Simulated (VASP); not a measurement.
Set up this calculation in VASP 6.6.1, as the native input.

```yaml
Task: single point
Functional: LDA
Potentials_or_basis: VASP PAW LDA potentials, release 64 (Se)
Cutoff: 520 eV
k_mesh: 15 × 15 × 8
Occupations: fermi-dirac, width 0.1 eV
Spin: no spin polarisation
Dipole_correction: no
Further_INCAR_settings: ALGO = Normal; EDIFF = 1e-07; NBANDS = 13
```

The structure of Se lies in POSCAR:

```
Se
1.0
    3.0548226103      0.0000000000      0.0000000000
   -1.5274113051      2.6455539846      0.0000000000
    0.0000000000      0.0000000000      3.8061573110
Se
2
Direct
    0.3333333333      0.6666666667      0.2500000000
    0.6666666667      0.3333333333      0.7500000000
```

These files were run (other wordings do the same):

INCAR

```
PREC     = Accurate       # precision mode
ENCUT    = 520            # plane-wave cutoff, eV
EDIFF    = 1E-7           # SCF threshold, eV
ISMEAR   = -1             # smearing method
SIGMA    = 0.1            # smearing width, eV
LREAL    = F              # projectors in reciprocal space
LASPH    = T              # aspherical terms in the spheres
NELM     = 100            # most SCF steps
ALGO     = Normal         # electronic algorithm
ISIF     = 2              # what is computed and relaxed
LWAVE    = F              # write WAVECAR
LCHARG   = T              # write CHGCAR
GGA      = CA             # functional
LELF     = T              # ELF
LVHAR    = T            
NBANDS   = 13             # bands
```

KPOINTS

```
regular mesh
0
Gamma
  15 15 8
```

Potentials or basis: VASP PAW LDA potentials, release 64 (Se).

Run with:

```console
$ cat potpaw_LDA.64/Se/POTCAR > POTCAR
$ mpirun -np 1 vasp_std > vasp.out
```

It gave:

The pressure is 36.7 GPa and the band gap on the k mesh is zero (band 6 reaches 12.01 eV, above the bottom of band 7 at 6.96 eV).

It took 28 s on 1 thread of Intel(R) Xeon(R) Platinum 8375C CPU @ 2.90GHz (Ice Lake) (shared host), peak memory 0.16 GiB.
